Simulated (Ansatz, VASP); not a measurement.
## Be7Te: VASP beside Ansatz

```xyz
8
Lattice="5.4028 0.0000 0.0000 -2.7014 4.6789 0.0000 0.0000 0.0000 3.6353" Properties=species:S:1:pos:R:3 pbc="T T T"
Be    3.8759    2.2378    0.0000
Be    2.7014    0.2034    0.0000
Be    1.5268    2.2378    0.0000
Be   -1.0202    3.7083    1.8176
Be    0.0000    1.9413    1.8176
Be    1.0202    3.7083    1.8176
Be    2.7014    1.5596    1.8176
Te    0.0000    0.0000    0.0000
```

Change from the starting cell: species swapped into the Mg7Al type (P-6m2, No. 187).

Alike in both runs: functional PBE; k mesh 4 × 4 × 4; occupations gaussian, width 0.2 eV; no spin polarisation.

Ansatz relaxed the structure, and its values are those at the end. VASP's run is a single point on that final structure, the one shown.

```csv
,VASP,Ansatz
version,VASP 6.6.1,Ansatz 0.2.0
potentials or method,"VASP PAW PBE potentials, release 64 (Be, Te), cutoff 600 eV","scalar-relativistic, plane waves, PAW"
valence electrons in the cell,20,30
```

|  | VASP | Ansatz | Ansatz less VASP |
| --- | --- | --- | --- |
| gap on the k mesh at the Fermi level (eV) | none | none | - |
| pressure (GPa) | -0.2 | -0.3 | -0.09 |
| rms of the force components (eV/Å) | 0.014 | 0.010 | -0.0038 |

A gap of «none» marks a metal or a gap that the smearing closes. With one functional, cell and mesh, what is left measures potentials, basis and numerics. VASP's potentials hold 20 valence electrons a cell and Ansatz's 30, so a difference there can come from the potentials and not from the codes.

The k mesh is coarse, so the values compare programs but aren't converged. Spin-orbit coupling is off throughout.
